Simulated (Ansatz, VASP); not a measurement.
This is a calculation of TePb for Ansatz 0.2.0.

File input.yaml:

```yaml
crystal:
  lattice:
    - [4.002287, 0.0, 0.0]
    - [0.0, 4.002287, 0.0]
    - [0.0, 0.0, 4.002287]
  atoms:
    - { symbol: Pb, position: [0.0, 0.0, 0.0] }
    - { symbol: Te, position: [0.5, 0.5, 0.5] }
hamiltonian:
  xc: pbe
  pseudopotentials: { kind: paw }
  dispersion: d4
kpoints:
  mp_grid: { grid: [7, 7, 7] }
scf:
  occupations: { method: fermi_dirac, width: 0.05 }
output:
  forces: true
  stress: true
relax:
  f_tol: 0.01
  max_steps: 40
  cell: { stress_tol: 0.05 }
```

Potentials or basis: Ansatz PAW.

Run with:

```console
$ ansatz run input.yaml --threads 2 --pin off --max-ram 5632MiB --backend cpu --events-out ev --progress --plain --runs-dir out
```

Q: Translate it to VASP 6.6.1. Potentials there: VASP PAW PBE potentials, release 64 (Pb_d, Te).

A: As run (the cutoff follows the program's own potentials):

INCAR

```
SYSTEM = TePb
ALGO     = Normal         ! electronic algorithm
EDIFF    = 1E-6           ! SCF threshold, eV
EDIFFG   = -0.01          ! ionic threshold
ENCUT    = 600            ! plane-wave cutoff, eV
GGA      = PE             ! functional
IBRION   = 2              ! ionic algorithm
ISIF     = 3              ! what is computed and relaxed
ISMEAR   = -1             ! smearing method
IVDW     = 13             ! dispersion correction
LASPH    = .True.         ! aspherical terms in the spheres
LCHARG   = .False.        ! write CHGCAR
LREAL    = .False.        ! projectors in reciprocal space
LWAVE    = .False.        ! write WAVECAR
NELM     = 60             ! most SCF steps
NSW      = 60             ! ionic steps
PREC     = Accurate       ! precision mode
SIGMA    = 0.05           ! smearing width, eV
```

File KPOINTS:

```
k-points
0
Gamma
  7 7 7
  0 0 0
```

File POSCAR:

```
TePb
1.0
    4.0022870000      0.0000000000      0.0000000000
    0.0000000000      4.0022870000      0.0000000000
    0.0000000000      0.0000000000      4.0022870000
Pb Te
1 1
Direct
    0.0000000000      0.0000000000      0.0000000000
    0.5000000000      0.5000000000      0.5000000000
```

Potentials or basis: VASP PAW PBE potentials, release 64 (Pb_d, Te).

Run with:

```sh
$ cat potpaw_PBE.64/Pb_d/POTCAR potpaw_PBE.64/Te/POTCAR > POTCAR
$ mpirun -np 1 vasp_std > vasp.out
```

Both were run:

|  | VASP | Ansatz | Ansatz less VASP |
| --- | --- | --- | --- |
| relaxed volume (Å³/atom) | 32.34 | 32.34 | -0.002 |
| relaxed cell length with the largest relative difference (Å) | 4.014 | 4.014 | -0.0001 |

VASP's potentials hold 20 valence electrons a cell and Ansatz's 30, so a difference there can come from the potentials and not from the codes.

Neither program's run includes spin-orbit coupling. Noted on Ansatz's run: the plane-wave basis is chosen anew once the cell has moved, so the energies of steps on either side of that aren't comparable.
